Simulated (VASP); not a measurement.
Input of a VASP 6.6.1 run:

The input INCAR:

```
SYSTEM = RbHgH3
PREC = Accurate
ENCUT = 520
EDIFF = 1E-6
ISMEAR = 0
SIGMA = 0.1
LREAL = .False.
LASPH = .True.
NELM = 60
ALGO = Normal
ISIF = 2
LWAVE = .False.
LCHARG = .False.
GGA = PE
NBANDS = 20
```

KPOINTS

```
regular mesh
0
Gamma
  10 10 10
  0 0 0
```

File POSCAR:

```
RbHgH3
1.0
    4.2024488354      0.0000000000      0.0000000000
    0.0000000000      4.2024488354      0.0000000000
    0.0000000000      0.0000000000      4.2024488354
Rb Hg H
1 1 3
Direct
    0.5000000000      0.5000000000      0.5000000000
    0.0000000000      0.0000000000      0.0000000000
    0.5000000000      0.0000000000      0.0000000000
    0.0000000000      0.5000000000      0.0000000000
    0.0000000000      0.0000000000      0.5000000000
```

Potentials or basis: VASP PAW PBE potentials, release 64 (Rb_sv, Hg, H).

Launch:

```console
$ cat potpaw_PBE.64/Rb_sv/POTCAR potpaw_PBE.64/Hg/POTCAR potpaw_PBE.64/H/POTCAR > POTCAR
$ mpirun -np 1 vasp_std > vasp.out
```

Task: What does it give for the band gap on the k mesh?

Result: Zero (band 12 reaches 2.12 eV, above the bottom of band 13 at -1.64 eV).

Task: What does it give for the pressure?

Result: 0.0 GPa.

Caveat: spin-orbit coupling is left out, which moves the levels of the heavy elements.
